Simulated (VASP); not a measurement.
# YN (sol) (I4/mmm) in VASP: notebook

The runs below take YN (sol) through single point, with PBEsol.

Program: VASP 6.6.1. These are calculated values, not measurements. Logs are shortened: lines on timing, memory, paths and dates and some standing lists are left out, and cuts for length are marked.

## Step 1: The cell of the first run

The structure is tetragonal, space group I4/mmm (No. 139). Conventional cell: a = 3.421 Å, b = 3.421 Å, c = 4.930 Å, α = 90.00°, β = 90.00°, γ = 90.00°. Within 3.2 Å of Y (site symmetry 4/mmm) lie 6 N at 2.42 to 2.46 Å. Within 3.2 Å of N (site symmetry 4/mmm) lie 6 Y at 2.42 to 2.46 Å.

## Step 2: Single point, PBEsol (strained cell)

INCAR

```
  PREC = Accurate
  ENCUT = 600
  EDIFF = 1E-6
  ISMEAR = 0
  SIGMA = 0.01
  LREAL = F
  LASPH = T
  NELM = 120
  ALGO = Normal
  ISIF = 2
  LWAVE = F
  LCHARG = F
  GGA = PS
  NBANDS = 15
  GGA_COMPAT = F
```

KPOINTS

```
Automatic mesh
0
Gamma
  10 10 10
```

POSCAR

```
YN
1.0
    0.0000000000      2.4192292099      2.4647604999
    2.4192292099      0.0000000000      2.4647604999
    2.4192292099      2.4192292099      0.0000000000
Y N
1 1
Direct
    0.0000000000      0.0000000000      0.0000000000
    0.5000000000      0.5000000000      0.5000000000
```

Potentials or basis: VASP PAW PBE potentials, release 64 (Y_sv, N).

Started as:

```
> cat potpaw_PBE.64/Y_sv/POTCAR potpaw_PBE.64/N/POTCAR > POTCAR
> mpirun -np 1 vasp_std > vasp.out
```

OUTCAR:

```text
PREC = Accurate
   ENCUT = 600
   EDIFF = 1E-6
   ISMEAR = 0
   LREAL = F
   LASPH = T
   NELM = 120
   ISIF = 2
   GGA = PS

 ion  position               nearest neighbor table
   1  0.000  0.000  0.000-   2 2.42   2 2.42   2 2.42   2 2.42   2 2.46   2 2.46
   2  0.500  0.500  0.500-   1 2.42   1 2.42   1 2.42   1 2.42   1 2.46   1 2.46

  LATTYP: Found a body centered tetragonal cell.
 ALAT       =     3.4213067591
 C/A-ratio  =     1.4408298778

  Lattice vectors:

 A1 = (  -2.4192292099,   0.0000000000,   2.4647604999)
 A2 = (   2.4192292099,   0.0000000000,   2.4647604999)
 A3 = (   0.0000000000,   2.4192292099,  -2.4647604999)

Analysis of symmetry for initial positions (statically):
=====================================================================
 Subroutine PRICEL returns:
 Original cell was already a primitive cell.

 Routine SETGRP: Setting up the symmetry group for a
 body centered tetragonal supercell.

 Subroutine GETGRP returns: Found 16 space group operations
 (whereof 16 operations were pure point group operations)
 out of a pool of 16 trial point group operations.

The static configuration has the point symmetry D_4h.

Analysis of symmetry for dynamics (positions and initial velocities):
=====================================================================
 Subroutine PRICEL returns:
 Original cell was already a primitive cell.

 Routine SETGRP: Setting up the symmetry group for a
 body centered tetragonal supercell.

 Subroutine GETGRP returns: Found 16 space group operations
 (whereof 16 operations were pure point group operations)
 out of a pool of 16 trial point group operations.

The dynamic configuration has the point symmetry D_4h.

 Subroutine INISYM returns: Found 16 space group operations
 (whereof 16 operations are pure point group operations),
 and found     1 'primitive' translations

----------------------------------------------------------------------------------------

                                     Primitive cell

  volume of cell :      28.8509

  direct lattice vectors                    reciprocal lattice vectors
     0.000000000  2.419229210  2.464760500    -0.206677399  0.206677399  0.202859466
     2.419229210  0.000000000  2.464760500     0.206677399 -0.206677399  0.202859466
     2.419229210  2.419229210  0.000000000     0.206677399  0.206677399 -0.202859466

  length of vectors
     3.453652312  3.453652312  3.421306759     0.355785128  0.355785128  0.355785128

  position of ions in fractional coordinates (direct lattice)
     0.000000000  0.000000000  0.000000000
     0.500000000  0.500000000  0.500000000

[... 82 lines left out ...]
   ISIF   =      2    stress and relaxation
   ISYM   =      2    0-nonsym 1-usesym 2-fastsym
   POTIM  = 0.5000    time-step for ionic-motion
   TEBEG  =    0.0;   TEEND  =   0.0 temperature during run
   PSTRESS=    0.0 pullay stress
   NELECT =      16.0000    total number of electrons
   NUPDOWN=      -1.0000    fix difference up-down
   EMIN   =  10.00;   EMAX   =-10.00  energy-range for DOS
   EFERMI =   0.00;   METHOD = LEGACY
   ISMEAR =     0;   SIGMA  =   0.01  broadening in eV -4-tet -1-fermi 0-gaus
   EFERMI_NEDOS =   21; number of points for ismear=-14 and -15
   IALGO  =     38    algorithm
   IMIX   =      4    mixing-type and parameters
     AMIX     =   0.40;   BMIX     =  1.00
     AMIX_MAG =   1.60;   BMIX_MAG =  1.00
  volume/ion in A,a.u.               =      14.43        97.35
  Fermi-wavevector in a.u.,A,eV,Ry     =   1.345019  2.541718 24.613992  1.809077
  Thomas-Fermi vector in A             =   2.472966
   LORBIT       =      0    0 simple, 1 ext, 2 COOP (PROOUT), +10 PAW based schemes
   GGA     = PS    functional components
   LHFCALC =     F    Hartree Fock is set to
   AEXX    =    0.0000 exact exchange contribution
   IVDW    =     0    specifies the selected vdW correction
   LEPSILON=     F    determine dielectric tensor
   LRPA    =     F    only Hartree local field effects (RPA)
 non-spin polarized calculation
 Gauss-broadening in eV      SIGMA  =   0.01
  energy-cutoff  :      600.00
  volume of cell :       28.85
 maximum number of plane-waves:       983
   NGX = 13   NGY = 13   NGZ = 13

 number of electron      16.0000001 magnetization

 Free energy of the ion-electron system (eV)
  ---------------------------------------------------
  ext. energy  EPLUGINS =         0.00000000
  ---------------------------------------------------
  free energy    TOTEN  =       -19.12624096 eV

  energy without entropy =      -19.12624057  energy(sigma->0) =      -19.12624076

 E-fermi :   4.1311     XC(G=0): -11.5060

 val. band max:        4.1109503212   @ k =   0.0000   0.0000   0.0000
 cond. band min:       4.1513013157   @ k =   0.5000   0.0000   0.5000
 fundamental gap:      0.0403509945
 Fermi energy:         4.1311257267

 k-point     1 :       0.0000    0.0000    0.0000
  band No.  band energies     occupation
      1     -36.5562      2.00000
      2     -16.2234      2.00000
      3     -16.2090      2.00000
      4     -16.2090      2.00000
      5      -8.8173      2.00000
      6       4.0269      2.00000
      7       4.1109      1.99567
      8       4.1110      1.99567
      9       7.0824      0.00000
     10       7.2522      0.00000
     11       7.2522      0.00000
     12       8.1855      0.00000
     13       9.2014      0.00000
     14       9.3529      0.00000
[... 401 lines left out ...]
      2     -17.0135      2.00000
      3     -16.5017      2.00000
      4     -16.4576      2.00000
      5      -8.0507      2.00000
      6       1.6322      2.00000
      7       3.1426      2.00000
      8       3.4334      2.00000
      9       5.1897      0.00000
     10      10.8960      0.00000
     11      11.0115      0.00000
     12      11.2980      0.00000
     13      11.2996      0.00000
     14      14.3768      0.00000
     15      17.6161      0.00000

 [... further k-points ...]
[... 5 lines left out ...]
  --------------------------------------------------------------------------------------
  -------------------------------------------------------------------------------------
  Total        0.0343247      0.0343247     -0.7957695      0.0000000     -0.0000000     -0.0000000
  in kB        1.9061576      1.9061576    -44.1915399      0.0000000     -0.0000000     -0.0000000
  external PRESSURE =     -13.4597416 kB  Pullay stress =       0.0000000 kB

 VOLUME and BASIS-vectors are now :
 -----------------------------------------------------------------------------
  energy-cutoff  :      600.00
  volume of cell :       28.85
      direct lattice vectors                 reciprocal lattice vectors
     0.000000000  2.419229210  2.464760500    -0.206677399  0.206677399  0.202859466
     2.419229210  0.000000000  2.464760500     0.206677399 -0.206677399  0.202859466
     2.419229210  2.419229210  0.000000000     0.206677399  0.206677399 -0.202859466

 POSITION                                       TOTAL-FORCE (eV/Angst)
 -----------------------------------------------------------------------------------
      0.00000      0.00000      0.00000        -0.000000     -0.000000     -0.000000
      2.41923      2.41923      2.46476         0.000000      0.000000      0.000000
 -----------------------------------------------------------------------------------
    total drift:                                0.000000      0.000000      0.000000

  FREE ENERGIE OF THE ION-ELECTRON SYSTEM (eV)
  ---------------------------------------------------
  free  energy   TOTEN  =       -19.1262409575 eV

  energy  without entropy=      -19.1262405723  energy(sigma->0) =      -19.12624076
```

stdout:

```text
POSCAR found type information on POSCAR Y N
 POSCAR found :  2 types and       2 ions
 scaLAPACK will be used
 -----------------------------------------------------------------------------
|                                                                             |
|                                                                             |
|     You enforced a specific xc type in the INCAR file but a different       |
|     I HOPE YOU KNOW WHAT YOU ARE DOING!                                     |
|                                                                             |
 -----------------------------------------------------------------------------

 LDA part: xc-table for (Slater+PW92), standard interpolation
 POSCAR, INCAR and KPOINTS ok, starting setup
 FFT: planning ... GRIDC
 FFT: planning ... GRID_SOFT
 FFT: planning ... GRID
 WAVECAR not read
 entering main loop
```

It took 47 s on 1 thread of Intel Xeon Platinum 8488C (Sapphire Rapids), shared host; peak memory 0.22 GiB.

Results:

```
Free energy            : -19.1262 eV
Pressure               : -1.3 GPa
Band gap on the k mesh : 0.04 eV, indirect (least direct gap 0.42 eV)
```

Caveat: the cell differs from its parent crystal (strained cell); the PAW data sets were made with another functional, which shifts forces and pressure a little.

## Step 3: Single point, PBEsol (strained cell)

INCAR

```
SYSTEM = YN
PREC = Accurate ; ENCUT = 600
EDIFF = 1E-6 ; ISMEAR = 0
SIGMA = 0.01 ; LREAL = .FALSE.
LASPH = .TRUE. ; NELM = 120
ALGO = Normal ; ISIF = 2
LWAVE = .FALSE. ; LCHARG = .FALSE.
GGA = PS ; NBANDS = 15
GGA_COMPAT = .FALSE.
```

KPOINTS

```
regular mesh
0
G
  10 10 10
  0 0 0
```

POSCAR

```
YN
1.0
    0.0000000000      2.4215694523      2.4647604999
    2.4215694523      0.0000000000      2.4647604999
    2.4215694523      2.4215694523      0.0000000000
Y N
1 1
Direct
    0.0000000000      0.0000000000      0.0000000000
    0.5000000000      0.5000000000      0.5000000000
```

Potentials or basis: VASP PAW PBE potentials, release 64 (Y_sv, N).

Started as:

```
> cat potpaw_PBE.64/Y_sv/POTCAR potpaw_PBE.64/N/POTCAR > POTCAR
> mpirun -np 1 vasp_std > vasp.out
```

Run time: 44 s. Hardware: 1 thread of Intel Xeon Platinum 8488C (Sapphire Rapids), shared host; peak memory 0.22 GiB.

Results (log left out):

- Free energy: -19.1263 eV
- Pressure: -1.7 GPa
- Band gap on the k mesh: 0.05 eV, indirect (least direct gap 0.43 eV)

Stress tensor (GPa, compression positive):
```
-0.23  0.00  0.00
 0.00 -0.23  0.00
 0.00  0.00 -4.57
```

Levels at points of the mesh, in eV from the valence-band top:
```
           k point  band 4  band 5  band 6  band 7  band 8  band 9  band 10  band 11  band 12  band 13
(0.00, 0.00, 0.00)  -20.33  -12.92   -0.08    0.00    0.00    2.98     3.14     3.14     4.07     5.08
(0.50, 0.00, 0.00)  -20.40  -11.06   -4.20   -2.33   -2.32    5.71     6.37     6.46     6.67    10.13
(0.50, 0.50, 0.00)  -20.66  -12.48   -1.62   -0.37   -0.37    0.09     6.90     7.29     7.99     7.99
(0.50, 0.00, 0.50)  -20.68  -12.48   -1.46   -0.47   -0.38    0.05     6.84     7.39     7.89     8.11
```

Caveat: the cell differs from its parent crystal (strained cell); the PAW data sets were made with another functional, which shifts forces and pressure a little. A k mesh can miss the band edges.

## Step 4: Single point, PBEsol (strained cell)

INCAR

```
PREC = Accurate
ENCUT = 600
EDIFF = 1E-6
ISMEAR = 0
SIGMA = 0.01
LREAL = F
LASPH = T
NELM = 120
ALGO = Normal
ISIF = 2
LWAVE = F
LCHARG = F
GGA = PS
NBANDS = 15
GGA_COMPAT = F
```

KPOINTS

```
Automatic mesh
0
Gamma
  10 10 10
```

POSCAR

```
YN
1.0
    0.0000000000      2.4260506881      2.4647604999
    2.4260506881      0.0000000000      2.4647604999
    2.4260506881      2.4260506881      0.0000000000
Y N
1 1
Direct
    0.0000000000      0.0000000000      0.0000000000
    0.5000000000      0.5000000000      0.5000000000
```

Potentials or basis: VASP PAW PBE potentials, release 64 (Y_sv, N).

Started as:

```
> cat potpaw_PBE.64/Y_sv/POTCAR potpaw_PBE.64/N/POTCAR > POTCAR
> mpirun -np 1 vasp_std > vasp.out
```

OUTCAR:

```text
PREC = Accurate
   ENCUT = 600
   EDIFF = 1E-6
   ISMEAR = 0
   LREAL = F
   LASPH = T
   NELM = 120
   ISIF = 2
   GGA = PS

 ion  position               nearest neighbor table
   1  0.000  0.000  0.000-   2 2.43   2 2.43   2 2.43   2 2.43   2 2.46   2 2.46
   2  0.500  0.500  0.500-   1 2.43   1 2.43   1 2.43   1 2.43   1 2.46   1 2.46

  LATTYP: Found a body centered tetragonal cell.
 ALAT       =     3.4309537861
 C/A-ratio  =     1.4367786065

  Lattice vectors:

 A1 = (  -2.4260506881,   0.0000000000,   2.4647604999)
 A2 = (   2.4260506881,   0.0000000000,   2.4647604999)
 A3 = (   0.0000000000,   2.4260506881,  -2.4647604999)

Analysis of symmetry for initial positions (statically):
=====================================================================
 Subroutine PRICEL returns:
 Original cell was already a primitive cell.

 Routine SETGRP: Setting up the symmetry group for a
 body centered tetragonal supercell.

 Subroutine GETGRP returns: Found 16 space group operations
 (whereof 16 operations were pure point group operations)
 out of a pool of 16 trial point group operations.

The static configuration has the point symmetry D_4h.

[... 167 lines left out ...]
 k-point     1 :       0.0000    0.0000    0.0000
  band No.  band energies     occupation
      1     -36.6146      2.00000
      2     -16.2852      2.00000
      3     -16.2728      2.00000
      4     -16.2728      2.00000
      5      -8.8365      2.00000
      6       4.0018      2.00000
      7       4.0722      1.99996
      8       4.0722      1.99996
      9       7.0574      0.00000
     10       7.2005      0.00000
     11       7.2005      0.00000
     12       8.1250      0.00000
     13       9.1366      0.00000
     14       9.2776      0.00000
[... 401 lines left out ...]
      2     -17.0617      2.00000
      3     -16.5610      2.00000
      4     -16.5190      2.00000
      5      -8.0708      2.00000
      6       1.6043      2.00000
      7       3.1038      2.00000
      8       3.3913      2.00000
      9       5.1541      0.00000
     10      10.7986      0.00000
     11      10.9341      0.00000
     12      11.2278      0.00000
     13      11.2346      0.00000
     14      14.3164      0.00000
     15      17.5239      0.00000

 [... further k-points ...]
[... 5 lines left out ...]
  --------------------------------------------------------------------------------------
  -------------------------------------------------------------------------------------
  Total       -0.1869711     -0.1869711     -0.8771885      0.0000000     -0.0000000      0.0000000
  in kB      -10.3247774    -10.3247774    -48.4394321      0.0000000     -0.0000000      0.0000000
  external PRESSURE =     -23.0296623 kB  Pullay stress =       0.0000000 kB

 VOLUME and BASIS-vectors are now :
 -----------------------------------------------------------------------------
  energy-cutoff  :      600.00
  volume of cell :       29.01
      direct lattice vectors                 reciprocal lattice vectors
     0.000000000  2.426050688  2.464760500    -0.206096271  0.206096271  0.202859466
     2.426050688  0.000000000  2.464760500     0.206096271 -0.206096271  0.202859466
     2.426050688  2.426050688  0.000000000     0.206096271  0.206096271 -0.202859466

 POSITION                                       TOTAL-FORCE (eV/Angst)
 -----------------------------------------------------------------------------------
      0.00000      0.00000      0.00000        -0.000000      0.000000     -0.000000
      2.42605      2.42605      2.46476         0.000000     -0.000000      0.000000
 -----------------------------------------------------------------------------------
    total drift:                                0.000000      0.000000      0.000000

  FREE ENERGIE OF THE ION-ELECTRON SYSTEM (eV)
  ---------------------------------------------------
  free  energy   TOTEN  =       -19.1259657281 eV

  energy  without entropy=      -19.1259657227  energy(sigma->0) =      -19.12596573
```

Run time: 36 s. Hardware: 1 thread of Intel Xeon Platinum 8488C (Sapphire Rapids), shared host; peak memory 0.22 GiB.

Results:

```
Free energy            : -19.1260 eV
Pressure               : -2.3 GPa
Band gap on the k mesh : 0.06 eV, indirect (least direct gap 0.44 eV)
```

Caveat: the cell differs from its parent crystal (strained cell); the PAW data sets were made with another functional, which shifts forces and pressure a little. A k mesh can miss the band edges.

## Step 5: The runs side by side

```csv
cell,gap on the mesh (eV),pressure (GPa)
"a = 3.454, b = 3.454, c = 3.421 Å, angles 60.3, 60.3, 59.4°, 2 atoms",0.04,-1.3
"a = 3.455, b = 3.455, c = 3.425 Å, angles 60.3, 60.3, 59.4°, 2 atoms",0.05,-1.7
"a = 3.458, b = 3.458, c = 3.431 Å, angles 60.3, 60.3, 59.5°, 2 atoms",0.06,-2.3
```

Alike in all rows: task single point; level PBEsol; potentials or basis VASP PAW PBE potentials, release 64 (Y_sv, N); no spin polarisation; k mesh 10 × 10 × 10; cutoff (eV) 600; smearing gaussian 0.01 eV.

Caveats: the PAW data sets were made with another functional, which shifts forces and pressure a little.

Absolute energies hang on the potentials; compare differences alone.
